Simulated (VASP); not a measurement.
# CdS (P6_3mc) in VASP: single point with PBEsol

Aim: the single point of CdS with PBEsol.

Everything below comes from runs of VASP 6.6.1. Logs are shortened: lines on timing, memory, paths and dates and some standing lists are left out, and cuts for length are marked.

## Step 1: The cell of the first run

It takes space group P6_3mc (No. 186, hexagonal). Conventional cell: a = 4.125 Å, b = 4.125 Å, c = 6.708 Å, α = 90.00°, β = 90.00°, γ = 120.00°. Cd (site symmetry 3m) has 4 S at 2.52 to 2.53 Å within 3.3 Å. Within 3.3 Å of S (site symmetry 3m) lie 4 Cd at 2.52 to 2.53 Å.

## Step 2: Single point, PBEsol

The input, INCAR:

```
PREC = Accurate ; ENCUT = 630
EDIFF = 1E-6 ; ISMEAR = -1
SIGMA = 0.03 ; LREAL = False
LASPH = True ; NELM = 120
ALGO = Normal ; ISIF = 2
LWAVE = False ; LCHARG = True
GGA = PS ; LELF = True
LVHAR = True ; NBANDS = 34
GGA_COMPAT = False
```

The input, KPOINTS:

```
Automatic mesh
0
Gamma
  6 6 4
```

The input, POSCAR:

```
CdS
1.0
    4.1247583338      0.0000000000      0.0000000000
   -2.0623791669      3.5721455015      0.0000000000
    0.0000000000      0.0000000000      6.7080839609
Cd S
2 2
Direct
    0.6666666667      0.3333333333      0.5001845501
    0.3333333333      0.6666666667      0.0001845501
    0.6666666667      0.3333333333      0.8768154499
    0.3333333333      0.6666666667      0.3768154499
```

Potentials or basis: VASP PAW PBE potentials, release 64 (Cd_sv_GW, S).

Run with:

```console
> cat potpaw_PBE.64/Cd_sv_GW/POTCAR potpaw_PBE.64/S/POTCAR > POTCAR
> mpirun -np 1 vasp_std > vasp.out
```

OUTCAR:

```text
PREC = Accurate
   ENCUT = 630
   EDIFF = 1E-6
   ISMEAR = -1
   LREAL = False
   LASPH = True
   NELM = 120
   ISIF = 2
   GGA = PS

 ion  position               nearest neighbor table
   1  0.667  0.333  0.500-   4 2.52   4 2.52   4 2.52   3 2.53
   2  0.333  0.667  0.000-   3 2.52   3 2.52   3 2.52   4 2.53
   3  0.667  0.333  0.877-   2 2.52   2 2.52   2 2.52   1 2.53
   4  0.333  0.667  0.377-   1 2.52   1 2.52   1 2.52   2 2.53

  LATTYP: Found a hexagonal cell.
 ALAT       =     4.1247583338
 C/A-ratio  =     1.6262974502

  Lattice vectors:

 A1 = (   4.1247583338,   0.0000000000,   0.0000000000)
 A2 = (  -2.0623791669,   3.5721455015,   0.0000000000)
 A3 = (   0.0000000000,   0.0000000000,   6.7080839609)

Analysis of symmetry for initial positions (statically):
=====================================================================
 Subroutine PRICEL returns:
 Original cell was already a primitive cell.

 Routine SETGRP: Setting up the symmetry group for a
 hexagonal supercell.

 Subroutine GETGRP returns: Found 12 space group operations
 (whereof  6 operations were pure point group operations)
 out of a pool of 24 trial point group operations.

The static configuration has the point symmetry C_3v.
 The point group associated with its full space group is C_6v.

Analysis of symmetry for dynamics (positions and initial velocities):
=====================================================================
 Subroutine PRICEL returns:
 Original cell was already a primitive cell.

 Routine SETGRP: Setting up the symmetry group for a
 hexagonal supercell.

 Subroutine GETGRP returns: Found 12 space group operations
 (whereof  6 operations were pure point group operations)
 out of a pool of 24 trial point group operations.

The dynamic configuration has the point symmetry C_3v.
 The point group associated with its full space group is C_6v.

 Subroutine INISYM returns: Found 12 space group operations
 (whereof  6 operations are pure point group operations),
 and found     1 'primitive' translations

----------------------------------------------------------------------------------------

                                     Primitive cell

  volume of cell :      98.8385

  direct lattice vectors                    reciprocal lattice vectors
     4.124758334  0.000000000  0.000000000     0.242438446  0.139971902  0.000000000
    -2.062379167  3.572145502  0.000000000     0.000000000  0.279943804  0.000000000
     0.000000000  0.000000000  6.708083961     0.000000000  0.000000000  0.149073865

  length of vectors
     4.124758334  4.124758334  6.708083961     0.279943804  0.279943804  0.149073865

  position of ions in fractional coordinates (direct lattice)
     0.666666667  0.333333333  0.500184550
     0.333333333  0.666666667  0.000184550
     0.666666667  0.333333333  0.876815450
     0.333333333  0.666666667  0.376815450

  ion indices of the primitive-cell ions
   primitive index   ion index
                 1           1
                 2           2
                 3           3
                 4           4

----------------------------------------------------------------------------------------

 KPOINTS: Automatic mesh

Automatic generation of k-mesh.
 Grid dimensions read from file:
 generate k-points for:    6    6    4

 Generating k-lattice:

  Cartesian coordinates                     Fractional coordinates (reciprocal lattice)
     0.040406408  0.023328650  0.000000000     0.166666667  0.000000000  0.000000000
     0.000000000  0.046657301  0.000000000     0.000000000  0.166666667  0.000000000
     0.000000000  0.000000000  0.037268466     0.000000000  0.000000000  0.250000000

  Length of vectors
     0.046657301  0.046657301  0.037268466

  Shift w.r.t. Gamma in fractional coordinates (k-lattice)
     0.000000000  0.000000000  0.000000000

 Subroutine IBZKPT returns following result:
 ===========================================

 Found     21 irreducible k-points:

 Following reciprocal coordinates:
            Coordinates               Weight
  0.000000  0.000000  0.000000      1.000000
  0.166667 -0.000000  0.000000      6.000000
  0.333333  0.000000  0.000000      6.000000
  0.500000  0.000000  0.000000      3.000000
  0.166667  0.166667  0.000000      6.000000
  0.333333  0.166667  0.000000     12.000000
[... 13 lines left out ...]
  0.333333  0.166667  0.500000     12.000000
  0.333333  0.333333  0.500000      2.000000
   k-points           NKPTS =     21   k-points in BZ     NKDIM =     21   number of bands    NBANDS=     34
   number of dos      NEDOS =    301   number of ions     NIONS =      4
   total plane-waves  NPLWV =  72576
   dimension x,y,z NGX =    36 NGY =   36 NGZ =   56
   dimension x,y,z NGXF=    72 NGYF=   72 NGZF=  112
   ions per type =               2   2
   NGX,Y,Z   is equivalent  to a cutoff of  14.51, 14.51, 13.88 a.u.
   NGXF,Y,Z  is equivalent  to a cutoff of  29.02, 29.02, 27.76 a.u.
 SYSTEM =  unknown system
   PREC   = accura    normal or accurate (medium, high low for compatibility)
   ISTART =      0    job   : 0-new  1-cont  2-samecut
   ICHARG =      2    charge: 1-file 2-atom 10-const
   ISPIN  =      1    spin polarized calculation?
   LNONCOLLINEAR =      F non collinear calculations
   LSORBIT =      F    spin-orbit coupling
   LASPH  =      T    aspherical Exc in radial PAW
   ENCUT  =  630.0 eV  46.30 Ry    6.80 a.u.   8.44  8.44 13.73*2*pi/ulx,y,z
   NELM   =    120;   NELMIN=  2; NELMDL= -5     # of ELM steps
   EDIFF  = 0.1E-05   stopping-criterion for ELM
   LREAL  =      F    real-space projection
[... 7 lines left out ...]
   TEBEG  =    0.0;   TEEND  =   0.0 temperature during run
   PSTRESS=    0.0 pullay stress
   NELECT =      52.0000    total number of electrons
   NUPDOWN=      -1.0000    fix difference up-down
   EMIN   =  10.00;   EMAX   =-10.00  energy-range for DOS
   EFERMI =   0.00;   METHOD = LEGACY
   ISMEAR =    -1;   SIGMA  =   0.03  broadening in eV -4-tet -1-fermi 0-gaus
   EFERMI_NEDOS =   21; number of points for ismear=-14 and -15
   IALGO  =     38    algorithm
   IMIX   =      4    mixing-type and parameters
     AMIX     =   0.40;   BMIX     =  1.00
     AMIX_MAG =   1.60;   BMIX_MAG =  1.00
  volume/ion in A,a.u.               =      24.71       166.75
  Fermi-wavevector in a.u.,A,eV,Ry     =   1.321602  2.497465 23.764356  1.746631
  Thomas-Fermi vector in A             =   2.451344
   LORBIT       =      0    0 simple, 1 ext, 2 COOP (PROOUT), +10 PAW based schemes
   GGA     = PS    functional components
   LHFCALC =     F    Hartree Fock is set to
   AEXX    =    0.0000 exact exchange contribution
   IVDW    =     0    specifies the selected vdW correction
   LEPSILON=     F    determine dielectric tensor
   LRPA    =     F    only Hartree local field effects (RPA)
 non-spin polarized calculation
  energy-cutoff  :      630.00
  volume of cell :       98.84
 maximum number of plane-waves:      3580
 NGX is ok and might be reduce to    36
   NGX = 17   NGY = 17   NGZ = 27

 number of electron      51.9999981 magnetization

 Free energy of the ion-electron system (eV)
  ---------------------------------------------------
  ext. energy  EPLUGINS =         0.00000000
  ---------------------------------------------------
  free energy    TOTEN  =       -13.80293159 eV

  energy without entropy =      -13.80293159  energy(sigma->0) =      -13.80293159

 E-fermi :   3.3543     XC(G=0):  -9.5072

 val. band max:        2.7921516492   @ k =   0.0000   0.0000   0.0000
 cond. band min:       3.8839802407   @ k =   0.0000   0.0000   0.0000
 fundamental gap:      1.0918285915
 Fermi energy:         3.3543125612

 k-point     1 :       0.0000    0.0000    0.0000
  band No.  band energies     occupation
      1     -98.4344      2.00000
      2     -98.4344      2.00000
      3     -59.5273      2.00000
      4     -59.5271      2.00000
      5     -59.5271      2.00000
      6     -59.5270      2.00000
[... 26 lines left out ...]
     33      10.2963      0.00000
     34      10.3678      0.00000

 k-point     2 :       0.1667   -0.0000    0.0000
  band No.  band energies     occupation
      1     -98.4344      2.00000
      2     -98.4344      2.00000
      3     -59.5273      2.00000
      4     -59.5272      2.00000
      5     -59.5272      2.00000
      6     -59.5271      2.00000
[... 26 lines left out ...]
     33      10.2243      0.00000
     34      10.8734      0.00000

 k-point     3 :       0.3333    0.0000    0.0000
  band No.  band energies     occupation
      1     -98.4344      2.00000
      2     -98.4344      2.00000
      3     -59.5275      2.00000
      4     -59.5274      2.00000
      5     -59.5272      2.00000
      6     -59.5272      2.00000
[... 26 lines left out ...]
     33      10.9884      0.00000
     34      11.5723      0.00000

 k-point     4 :       0.5000    0.0000    0.0000
  band No.  band energies     occupation
      1     -98.4344      2.00000
      2     -98.4344      2.00000
      3     -59.5276      2.00000
      4     -59.5275      2.00000
      5     -59.5273      2.00000
      6     -59.5271      2.00000
[... 26 lines left out ...]
     33      11.0717      0.00000
     34      12.8476      0.00000

 k-point     5 :       0.1667    0.1667    0.0000
  band No.  band energies     occupation
      1     -98.4344      2.00000
      2     -98.4344      2.00000
      3     -59.5274      2.00000
      4     -59.5273      2.00000
      5     -59.5272      2.00000
      6     -59.5272      2.00000
[... 510 lines left out ...]
 k-point    19 :       0.1667    0.1667    0.5000
  band No.  band energies     occupation
      1     -98.4344      2.00000
      2     -98.4344      2.00000
      3     -59.5274      2.00000
      4     -59.5274      2.00000
      5     -59.5272      2.00000
      6     -59.5272      2.00000
[... 26 lines left out ...]
     33      10.6904      0.00000
     34      10.6904      0.00000

 k-point    20 :       0.3333    0.1667    0.5000
  band No.  band energies     occupation
      1     -98.4344      2.00000
      2     -98.4344      2.00000
      3     -59.5275      2.00000
      4     -59.5275      2.00000
      5     -59.5273      2.00000
      6     -59.5273      2.00000
[... 26 lines left out ...]
     33      11.1624      0.00000
     34      11.1624      0.00000

 k-point    21 :       0.3333    0.3333    0.5000
  band No.  band energies     occupation
      1     -98.4344      2.00000
      2     -98.4344      2.00000
      3     -59.5275      2.00000
      4     -59.5275      2.00000
      5     -59.5274      2.00000
      6     -59.5274      2.00000
[... 26 lines left out ...]
     33      11.9870      0.00000
     34      12.0292      0.00000

------------------------ aborting loop because EDIFF is reached ----------------------------------------

  FORCE on cell =-STRESS in cart. coord.  units (eV):
  Direction    XX          YY          ZZ          XY          YZ          ZX
  --------------------------------------------------------------------------------------
  -------------------------------------------------------------------------------------
  Total       -0.0527124     -0.0527124     -0.0441310      0.0000000      0.0000000     -0.0000000
  in kB       -0.8544702     -0.8544702     -0.7153654      0.0000000      0.0000000     -0.0000000
  external PRESSURE =      -0.8081019 kB  Pullay stress =       0.0000000 kB

 VOLUME and BASIS-vectors are now :
 -----------------------------------------------------------------------------
  energy-cutoff  :      630.00
  volume of cell :       98.84
      direct lattice vectors                 reciprocal lattice vectors
     4.124758334  0.000000000  0.000000000     0.242438446  0.139971902  0.000000000
    -2.062379167  3.572145502  0.000000000     0.000000000  0.279943804  0.000000000
     0.000000000  0.000000000  6.708083961     0.000000000  0.000000000  0.149073865

 POSITION                                       TOTAL-FORCE (eV/Angst)
 -----------------------------------------------------------------------------------
      2.06238      1.19072      3.35528         0.000000      0.000000      0.000221
     -0.00000      2.38143      0.00124        -0.000000      0.000000      0.000221
      2.06238      1.19072      5.88175        -0.000000      0.000000     -0.000221
     -0.00000      2.38143      2.52771        -0.000000      0.000000     -0.000221
 -----------------------------------------------------------------------------------
    total drift:                               -0.000001      0.000000      0.000790

  FREE ENERGIE OF THE ION-ELECTRON SYSTEM (eV)
  ---------------------------------------------------
  free  energy   TOTEN  =       -13.8029315870 eV

  energy  without entropy=      -13.8029315867  energy(sigma->0) =      -13.80293159
```

Run time: 65 s. Hardware: 1 thread of Intel Xeon Platinum 8488C (Sapphire Rapids), shared host; peak memory 0.3 GiB.

Results:

```
Free energy            : -13.8029 eV
Pressure               : -0.1 GPa
Band gap on the k mesh : 1.09 eV
```

Caveat: the PAW data sets were made with another functional, which shifts forces and pressure a little.
